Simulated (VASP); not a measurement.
A run of VASP 6.6.1:

INCAR

```
SYSTEM = SiO2
PREC = Accurate
ENCUT = 520
EDIFF = 1E-8
ISMEAR = -1
SIGMA = 0.03
LREAL = .False.
LASPH = .True.
NELM = 60
ALGO = Normal
ISIF = 2
LWAVE = .False.
LCHARG = .False.
GGA = PE
LEFG = .True.
NBANDS = 25
```

KPOINTS

```
Automatic mesh
0
Gamma
  7 7 7
  0 0 0
```

POSCAR

```
SiO2
1.0
   -2.4052910826      2.4052910826      3.7932688079
    2.4052910826     -2.4052910826      3.7932688079
    2.4052910826      2.4052910826     -3.7932688079
Si O
2 4
Direct
    0.0000000000      0.0000000000      0.0000000000
    0.7500000000      0.2500000000      0.5000000000
    0.9983800000      0.6250000000      0.8733800000
    0.3750000000      0.2483800000      0.3733800000
    0.7516200000      0.1250000000      0.1266200000
    0.8750000000      0.0016200000      0.6266200000
```

Potentials or basis: VASP PAW PBE potentials, release 64 (Si, O).

Launch:

```console
$ cat potpaw_PBE.64/Si/POTCAR potpaw_PBE.64/O/POTCAR > POTCAR
$ mpirun -np 1 vasp_std > vasp.out
```

Hardware: 1 thread of Intel(R) Xeon(R) Platinum 8375C CPU @ 2.90GHz (Ice Lake), on a shared host.

Task: Estimate the wall time of this run.

Result: It took 94 s on 1 thread of Intel(R) Xeon(R) Platinum 8375C CPU @ 2.90GHz (Ice Lake), with other jobs on the host, peak memory 0.26 GiB. Counts: scf iterations 15, k points 40.
